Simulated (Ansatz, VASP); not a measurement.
## One calculation of Li3SiN2, two programs

INCAR

```
ALGO = Normal
EDIFF = 1E-6
ENCUT = 520
GGA = PE
ISIF = 2
ISMEAR = 0
LASPH = True
LCHARG = False
LREAL = False
LWAVE = False
NBANDS = 20
NELM = 60
PREC = Accurate
SIGMA = 0.1
```

KPOINTS

```
k-points
0
Gamma
  6 6 2
```

Contents of POSCAR:

```
Li3SiN2
1.0
    2.7986203700      0.0000000000      0.0000000000
    0.0000000000      2.7986203700      0.0000000000
    0.0000000000      0.0000000000      8.4732018400
Li Si N
3 1 2
Direct
    0.0000000000      0.0000000000      0.8390681100
    0.0000000000      0.0000000000      0.1609318900
    0.0000000000      0.0000000000      0.5000000000
    0.5000000000      0.5000000000      0.0000000000
    0.5000000000      0.5000000000      0.3248246900
    0.5000000000      0.5000000000      0.6751753100
```

Input for Ansatz:

```yaml
crystal:
  lattice:
    - [2.79862037, 0.0, 0.0]
    - [0.0, 2.79862037, 0.0]
    - [0.0, 0.0, 8.47320184]
  atoms:
    - { symbol: Li, position: [0.0, 0.0, 0.83906811] }
    - { symbol: Li, position: [0.0, 0.0, 0.16093189] }
    - { symbol: Li, position: [0.0, 0.0, 0.5] }
    - { symbol: Si, position: [0.5, 0.5, 0.0] }
    - { symbol: "N", position: [0.5, 0.5, 0.32482469] }
    - { symbol: "N", position: [0.5, 0.5, 0.67517531] }
basis:
  ecutwfc: 420
kpoints:
  mp_grid: { grid: [6, 6, 2] }
hamiltonian:
  xc: pbe
scf:
  occupations: { method: gaussian, width: 0.1 }
  lower_state_search: "off"
output:
  forces: true
  stress: true
  eigenvalues: true
```

Change from the starting cell: species swapped into the Li3Tl2Cd type (P4/mmm, No. 123).

Alike in both runs: task single point; functional PBE; k mesh 6 × 6 × 2; occupations gaussian, width 0.1 eV; no spin polarisation.

|  | VASP | Ansatz |
| --- | --- | --- |
| version | VASP 6.6.1 | Ansatz 0.2.0 |
| potentials or method | VASP PAW PBE potentials, release 64 (Li_sv, Si, N), cutoff 520 eV | scalar-relativistic, plane waves, PAW |
| valence electrons in the cell | 23 | 23 |

|  | VASP | Ansatz | Ansatz less VASP |
| --- | --- | --- | --- |
| gap on the k mesh at the Fermi level (eV) | none | none | - |
| rms of the force components (eV/Å) | 1.052 | 1.050 | -0.0024 |

Atom by atom the forces differ by 0.003 eV/Å (rms over components). A gap of «none» marks a metal or a gap that the smearing closes.

The k mesh is coarse, so the values compare programs but aren't converged. Noted on VASP's run: the cutoff is short for stress, so the pressure is rough.
